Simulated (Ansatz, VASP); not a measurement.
PbSe in VASP and in Ansatz

```
Pb Se
1.0
     0.00000    3.08870    3.10415
     3.08870    0.00000    3.10415
     3.08870    3.08870    0.00000
Pb Se
1 1
Direct
  0.00000 0.00000 0.00000
  0.50000 0.50000 0.50000
```

Change from the starting cell: uniaxial_z strain +0.5%.

Alike in both runs: task single point; functional r2SCAN; k mesh 8 × 8 × 8; no spin polarisation.

```csv
,VASP,Ansatz
version,VASP 6.6.1,Ansatz 0.2.0
potentials or method,"VASP PAW PBE potentials, release 64 (Pb_d, Se)","plane waves, PAW"
plane-wave cutoff (eV),550,500
occupations,"gaussian, width 0.01 eV",fixed
valence electrons in the cell,20,30
```

Ansatz gave:

```
gap on the k mesh at the Fermi level (eV)                     : 0.68
pressure (GPa)                                                : -0.2
traceless stress, the component that is largest in VASP (GPa) : -0.37
```

**Question.** Which values does VASP return?

**Answer.** gap on the k mesh at the Fermi level (eV): 0.69; pressure (GPa): -0.2; traceless stress, the component that is largest in VASP (GPa): -0.37.

VASP's potentials were made for PBE, not for r2SCAN. VASP's potentials hold 20 valence electrons a cell and Ansatz's 30, so a difference there can come from the potentials and not from the codes.

Neither program's run includes spin-orbit coupling.
